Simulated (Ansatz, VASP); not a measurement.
**One calculation of Si4C, two programs**

```
Si C
1.0
    -3.26968    3.26968    1.45587
     3.26968   -3.26968    1.45587
     3.26968    3.26968   -1.45587
Si C
4 1
Direct
  0.76646 0.50000 0.26646
  0.23354 0.50000 0.73354
  0.50000 0.76646 0.26646
  0.50000 0.23354 0.73354
  0.00000 0.00000 0.00000
```

Alike in both runs: functional PBE; k mesh 14 × 14 × 14; occupations gaussian, width 0.1 eV; no spin polarisation.

Ansatz relaxed the structure, and its values are those at the end. VASP's run is a single point on that final structure, the one shown.

|  | VASP | Ansatz |
| --- | --- | --- |
| version | VASP 6.6.1 | Ansatz 0.2.0 |
| potentials or method | VASP PAW PBE potentials, release 64 (Si, C), cutoff 520 eV | scalar-relativistic, plane waves, PAW |
| valence electrons in the cell | 20 | 20 |

```csv
,VASP,Ansatz,Ansatz less VASP
gap on the k mesh at the Fermi level (eV),none,none,-
pressure (GPa),0.0,0.0,+0.04
```

A gap of «none» marks a metal or a gap that the smearing closes. The functional is the same, so the differences come from potentials, cutoffs and numerics.
